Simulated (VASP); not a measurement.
Runs of VASP 6.6.1 on Mo. The structure is that of space group P6/mmm (No. 191), or close to it. The cells are those of the table. 

```tsv
cell	further INCAR settings	gap on the mesh (eV)	pressure (GPa)
a = 2.650, b = 2.650, c = 2.723 Å, angles 90.0, 90.0, 120.0°, 1 atom	ALGO = Fast; EDIFF = 1e-07; NBANDS = 13	none	(a)
a = 2.691, b = 2.691, c = 2.640 Å, angles 90.0, 90.0, 120.0°, 1 atom	ALGO = Fast; EDIFF = 1e-06; NBANDS = 13	none	-2.1
a = 2.947, b = 2.947, c = 2.202 Å, angles 90.0, 90.0, 120.0°, 1 atom	ALGO = Fast; EDIFF = 1e-07; NBANDS = 13	none	(b)
a = 2.813, b = 2.813, c = 2.417 Å, angles 90.0, 90.0, 120.0°, 1 atom	ALGO = Fast; EDIFF = 1e-06; NBANDS = 13	none	-2.4
a = 2.574, b = 2.574, c = 2.885 Å, angles 90.0, 90.0, 120.0°, 1 atom	ALGO = Fast; EDIFF = 1e-06; NBANDS = 13	none	7.0
```

Alike in all rows: task single point; level PBEsol; potentials or basis VASP PAW PBE potentials, release 64 (Mo_sv); no spin polarisation; k mesh 24 × 24 × 20; cutoff (eV) 520; smearing gaussian 0.15 eV.

**Question.** Fill in the values left out.

**Answer.** (a) 0.4; (b) 14.3.

Caveats: the PAW data sets were made with another functional, which shifts forces and pressure a little.

A k mesh can miss the band edges, and the runs leave out spin-orbit coupling on Mo.

A gap of «none» marks levels without a gap at the run's occupations.
